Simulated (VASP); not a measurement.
A run of VASP 6.6.1 is set up as follows.

File INCAR:

```
  PREC = Accurate
  ENCUT = 520
  EDIFF = 1E-7
  ISMEAR = 0
  SIGMA = 0.03
  LREAL = False
  LASPH = True
  NELM = 100
  ALGO = Normal
  ISIF = 2
  LWAVE = False
  LCHARG = False
  GGA = PS
  NBANDS = 11
```

KPOINTS

```
Automatic mesh
0
Gamma
  10 10 10
```

The input POSCAR:

```
Sr
1.0
    0.0266205625      3.0423500000      3.0423500000
    3.0689705625      0.0000000000      3.0689705625
    3.0423500000      3.0423500000      0.0266205625
Sr
1
Direct
    0.0000000000      0.0000000000      0.0000000000
```

Potentials or basis: VASP PAW PBE potentials, release 64 (Sr_sv).

The run is started by

```sh
$ cat potpaw_PBE.64/Sr_sv/POTCAR > POTCAR
$ mpirun -np 1 vasp_std > vasp.out
```

(1) What does it give for the band gap on the k mesh?

(2) Predict the pressure.

Results:

(1) zero (bands 5 and 6 overlap by 0.08 eV).

(2) -0.9 GPa.

Caveat: the cell differs from its parent crystal (strain +0.0175 x Voigt [0, 0, 0, 0, 1, 0]); the PAW data sets were made with another functional, which shifts forces and pressure a little.
